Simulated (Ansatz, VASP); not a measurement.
**Ir in VASP and in Ansatz**

```
Ir
1.0
     0.00000    1.84291    1.99649
     1.84291    0.00000    1.99649
     1.84291    1.84291    0.00000
Ir
1
Direct
  0.00000 0.00000 0.00000
```

Change from the starting cell: strain -0.040 along x and y, +0.040 along z, atoms carried along.

Alike in both runs: task single point; functional PBEsol; k mesh 22 × 22 × 22; occupations gaussian, width 0.15 eV; no spin polarisation.

```csv
,VASP,Ansatz
version,VASP 6.6.1,Ansatz 0.2.0
potentials or method,"VASP PAW PBE potentials, release 64 (Ir), cutoff 520 eV","scalar-relativistic, plane waves, PAW"
valence electrons in the cell,9,17
```

```tsv
	VASP	Ansatz	Ansatz less VASP
gap on the k mesh at the Fermi level (eV)	none	none	-
pressure (GPa)	18.1	16.8	-1.33
traceless stress, the component that is largest in VASP (GPa)	-23.17	-23.19	-0.024
```

VASP's potentials were made for PBE, not for PBEsol. A gap of «none» marks a metal or a gap that the smearing closes. With one functional, cell and mesh, what is left measures potentials, basis and numerics. VASP's potentials hold 9 valence electrons a cell and Ansatz's 17, so a difference there can come from the potentials and not from the codes.

Spin-orbit coupling is off throughout.
